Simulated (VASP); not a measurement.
# Ir (P6_3/mmc) in VASP: single point with PBE

Aim: the single point of Ir with PBE.

Program: VASP 6.6.1. These are calculated values, not measurements. Logs are shortened: lines on timing, memory, paths and dates and some standing lists are left out, and cuts for length are marked.

## (1) The cell of the first run

The structure is hexagonal, space group P6_3/mmc (No. 194). The conventional cell has a = 2.752 Å, b = 2.752 Å, c = 4.465 Å, α = 90.00°, β = 90.00°, γ = 120.00°. Within 3.6 Å of Ir (site symmetry -6m2) lie 12 Ir at 2.74 to 2.75 Å.

This isn't the form of Ir at room conditions, which is fcc.

## (2) Single point, PBE, non-collinear spin, zero start, spin-orbit coupling (14.64 Å³/atom)

File INCAR:

```
SYSTEM = Ir
PREC     = Accurate       ! precision mode
ENCUT    = 520            ! plane-wave cutoff, eV
EDIFF    = 1E-6           ! SCF threshold, eV
ISMEAR   = 0              ! smearing method
SIGMA    = 0.05           ! smearing width, eV
LREAL    = .False.        ! projectors in reciprocal space
LASPH    = .True.         ! aspherical terms in the spheres
NELM     = 150            ! most SCF steps
ALGO     = Normal         ! electronic algorithm
ISIF     = 2              ! what is computed and relaxed
LWAVE    = .False.        ! write WAVECAR
LCHARG   = .False.        ! write CHGCAR
LNONCOLLINEAR= .True.         ! non-collinear magnetism
MAGMOM   = 0 0 0 0 0 0    ! initial moments
LORBIT   = 11             ! projections on sites
LSORBIT  = .True.         ! spin-orbit coupling
GGA_COMPAT= .False.      
LORBMOM  = .True.       
LMAXMIX  = 4              ! l up to which the mixer works
GGA      = PE             ! functional
NBANDS   = 30             ! bands
```

File KPOINTS:

```
regular mesh
0
Gamma
  18 18 10
  0 0 0
```

File POSCAR:

```
Ir
1.0
    2.7516461230      0.0000000000      0.0000000000
   -1.3758230615      2.3829954447      0.0000000000
    0.0000000000      0.0000000000      4.4647801459
Ir
2
Direct
    0.3333333333      0.6666666667      0.7500000000
    0.6666666667      0.3333333333      0.2500000000
```

Potentials or basis: VASP PAW PBE potentials, release 64 (Ir).

The run is started by

```
$ cat potpaw_PBE.64/Ir/POTCAR > POTCAR
$ mpirun -np 1 vasp_ncl > vasp.out
```

OUTCAR:

```text
SYSTEM = Ir
   PREC = Accurate
   ENCUT = 520
   EDIFF = 1E-6
   ISMEAR = 0
   LREAL = .False.
   LASPH = .True.
   NELM = 150
   ISIF = 2
   LNONCOLLINEAR = .True.
   LORBIT = 11
   LSORBIT = .True.
   GGA = PE

 ion  position               nearest neighbor table
   1  0.333  0.667  0.750-   2 2.74   2 2.74   2 2.74   2 2.74   2 2.74   2 2.74
   2  0.667  0.333  0.250-   1 2.74   1 2.74   1 2.74   1 2.74   1 2.74   1 2.74

  LATTYP: Found a hexagonal cell.
 ALAT       =     2.7516461230
 C/A-ratio  =     1.6225851531

  Lattice vectors:

 A1 = (   2.7516461230,   0.0000000000,   0.0000000000)
 A2 = (  -1.3758230615,   2.3829954447,   0.0000000000)
 A3 = (   0.0000000000,   0.0000000000,   4.4647801459)

Analysis of symmetry for initial positions (statically):
=====================================================================
 Subroutine PRICEL returns:
 Original cell was already a primitive cell.

 Routine SETGRP: Setting up the symmetry group for a
 hexagonal supercell.

 Subroutine GETGRP returns: Found 24 space group operations
 (whereof 12 operations were pure point group operations)
 out of a pool of 24 trial point group operations.

The static configuration has the point symmetry D_3d.
 The point group associated with its full space group is D_6h.

Analysis of symmetry for dynamics (positions and initial velocities):
=====================================================================
 Subroutine PRICEL returns:
 Original cell was already a primitive cell.

 Routine SETGRP: Setting up the symmetry group for a
 hexagonal supercell.

 Subroutine GETGRP returns: Found 24 space group operations
 (whereof 12 operations were pure point group operations)
 out of a pool of 24 trial point group operations.

The dynamic configuration has the point symmetry D_3d.
 The point group associated with its full space group is D_6h.

Analysis of structural, dynamic, and magnetic symmetry:
=====================================================================
 Subroutine PRICEL returns:
 Original cell was already a primitive cell.

 Routine SETGRP: Setting up the symmetry group for a
 hexagonal supercell.

 Subroutine GETGRP returns: Found 24 space group operations
 (whereof 12 operations were pure point group operations)
 out of a pool of 24 trial point group operations.

The overall configuration has the point symmetry D_3d.
 The point group associated with its full space group is D_6h.

 Subroutine INISYM returns: Found 24 space group operations
 (whereof 12 operations are pure point group operations),
 and found     1 'primitive' translations

[... 972 lines left out ...]
    total drift:                                0.000000      0.000000     -0.000000

  FREE ENERGIE OF THE ION-ELECTRON SYSTEM (eV)
  ---------------------------------------------------
  free  energy   TOTEN  =       -18.3345308252 eV

  energy  without entropy=      -18.3320130458  energy(sigma->0) =      -18.33327194

 orbital moment (x)

 # of ion     p       d       tot
 ----------------------------------------
  1         0.000  -0.000  -0.000
  2        -0.000   0.000   0.000
 ----------------------------------------
            0.000  -0.000  -0.000

 orbital moment (y)

 # of ion     p       d       tot
 ----------------------------------------
  1        -0.000   0.000   0.000
  2         0.000   0.000   0.000
 ----------------------------------------
           -0.000   0.000   0.000

 orbital moment (z)

 # of ion     p       d       tot
 ----------------------------------------
  1         0.000   0.000   0.000
  2         0.000   0.000   0.000
 ----------------------------------------
            0.000   0.000   0.000

 Spin-Orbit-Coupling matrix elements

 Ion:    1  E_soc:     -0.7835092
 l=   1
     0.0000000    -0.0374079    -0.0375203
    -0.0374079     0.0000000    -0.0374079
    -0.0375203    -0.0374079     0.0000000
 l=   2
     0.0000000    -0.0199214     0.0000000    -0.0199214    -0.0722067
    -0.0199214     0.0000000    -0.0540396    -0.0194473    -0.0199214
     0.0000000    -0.0540396     0.0000000    -0.0540396     0.0000000
    -0.0199214    -0.0194473    -0.0540396     0.0000000    -0.0199214
    -0.0722067    -0.0199214     0.0000000    -0.0199214     0.0000000
 l=   3
     0.0000000     0.0000000     0.0000000     0.0000000     0.0000000     0.0000000     0.0000000
     0.0000000     0.0000000     0.0000000     0.0000000     0.0000000     0.0000000     0.0000000
     0.0000000     0.0000000     0.0000000     0.0000000     0.0000000     0.0000000     0.0000000
     0.0000000     0.0000000     0.0000000     0.0000000     0.0000000     0.0000000     0.0000000
     0.0000000     0.0000000     0.0000000     0.0000000     0.0000000     0.0000000     0.0000000
     0.0000000     0.0000000     0.0000000     0.0000000     0.0000000     0.0000000     0.0000000
     0.0000000     0.0000000     0.0000000     0.0000000     0.0000000     0.0000000     0.0000000

 Ion:    2  E_soc:     -0.7835092
 l=   1
     0.0000000    -0.0374079    -0.0375203
    -0.0374079     0.0000000    -0.0374079
    -0.0375203    -0.0374079     0.0000000
 l=   2
     0.0000000    -0.0199214     0.0000000    -0.0199214    -0.0722067
    -0.0199214     0.0000000    -0.0540396    -0.0194473    -0.0199214
     0.0000000    -0.0540396     0.0000000    -0.0540396     0.0000000
    -0.0199214    -0.0194473    -0.0540396     0.0000000    -0.0199214
    -0.0722067    -0.0199214     0.0000000    -0.0199214     0.0000000
 l=   3
     0.0000000     0.0000000     0.0000000     0.0000000     0.0000000     0.0000000     0.0000000
     0.0000000     0.0000000     0.0000000     0.0000000     0.0000000     0.0000000     0.0000000
     0.0000000     0.0000000     0.0000000     0.0000000     0.0000000     0.0000000     0.0000000
     0.0000000     0.0000000     0.0000000     0.0000000     0.0000000     0.0000000     0.0000000
     0.0000000     0.0000000     0.0000000     0.0000000     0.0000000     0.0000000     0.0000000
     0.0000000     0.0000000     0.0000000     0.0000000     0.0000000     0.0000000     0.0000000
     0.0000000     0.0000000     0.0000000     0.0000000     0.0000000     0.0000000     0.0000000

 total charge

# of ion       s       p       d       tot
------------------------------------------
    1        0.651   0.712   6.928   8.291
    2        0.651   0.712   6.928   8.291
--------------------------------------------------
tot          1.302   1.424  13.856  16.582

 magnetization (x)

# of ion       s       p       d       tot
------------------------------------------
    1        0.000   0.000   0.000   0.000
    2        0.000  -0.000   0.000   0.000
--------------------------------------------------
tot          0.000   0.000   0.000   0.000

 magnetization (y)

# of ion       s       p       d       tot
------------------------------------------
    1        0.000   0.000   0.000   0.000
    2        0.000   0.000  -0.000  -0.000
--------------------------------------------------
tot          0.000   0.000   0.000   0.000

 magnetization (z)

# of ion       s       p       d       tot
------------------------------------------
    1        0.000   0.000   0.000   0.000
    2        0.000   0.000   0.000   0.000
--------------------------------------------------
tot          0.000   0.000   0.000   0.000
```

OSZICAR:

```text
N       E                     dE             d eps       ncg     rms          rms(c)
DAV:   1     0.180003570197E+03    0.18000E+03   -0.79934E+03 13320   0.121E+03
DAV:   2    -0.122469506481E+02   -0.19225E+03   -0.17728E+03 13338   0.368E+02
DAV:   3    -0.192874978727E+02   -0.70405E+01   -0.67421E+01 15804   0.831E+01
DAV:   4    -0.194066548324E+02   -0.11916E+00   -0.11873E+00 15566   0.937E+00
DAV:   5    -0.194098637840E+02   -0.32090E-02   -0.32087E-02 15440   0.150E+00    0.230E+01
DAV:   6    -0.185104808795E+02    0.89938E+00   -0.12188E+00 15540   0.147E+01    0.112E+01
DAV:   7    -0.183462996988E+02    0.16418E+00   -0.39409E-01 16218   0.781E+00    0.483E+00
DAV:   8    -0.183400998345E+02    0.61999E-02   -0.81505E-03 15224   0.100E+00    0.153E+00
DAV:   9    -0.183346392706E+02    0.54606E-02   -0.12666E-02 14928   0.149E+00    0.438E-01
DAV:  10    -0.183345200455E+02    0.11923E-03   -0.19511E-04 15252   0.193E-01    0.431E-02
DAV:  11    -0.183345251931E+02   -0.51476E-05   -0.36149E-06 17806   0.218E-02    0.112E-02
DAV:  12    -0.183345308898E+02   -0.56967E-05   -0.21105E-06 14572   0.131E-02    0.314E-03
DAV:  13    -0.183345308252E+02    0.64596E-07   -0.98823E-08  8550   0.373E-03
   1 F= -.18334531E+02 E0= -.18333272E+02  d E =-.251778E-02  mag=     0.0000     0.0000    -0.0000
```

stdout:

```text
POSCAR found type information on POSCAR Ir
 POSCAR found :  1 types and       2 ions
 scaLAPACK will be used
 LDA part: xc-table for (Slater+PW92), standard interpolation
 POSCAR, INCAR and KPOINTS ok, starting setup
 FFT: planning ... GRIDC
 FFT: planning ... GRID_SOFT
 FFT: planning ... GRID
 WAVECAR not read
 entering main loop
```

It took 2.6 min on 1 thread of AMD EPYC 9R45 (Zen 5), shared host; peak memory 0.36 GiB.

Results:

* Free energy: -18.3345 eV
* Pressure: -0.2 GPa
* Net moment: 0.00 μB per cell
* Valence electrons inside the program's atomic spheres: Ir 8.29

Moments on the atoms (μB; x, y, z):
```
Ir  0.00 0.00 0.00
Ir  0.00 0.00 0.00
```
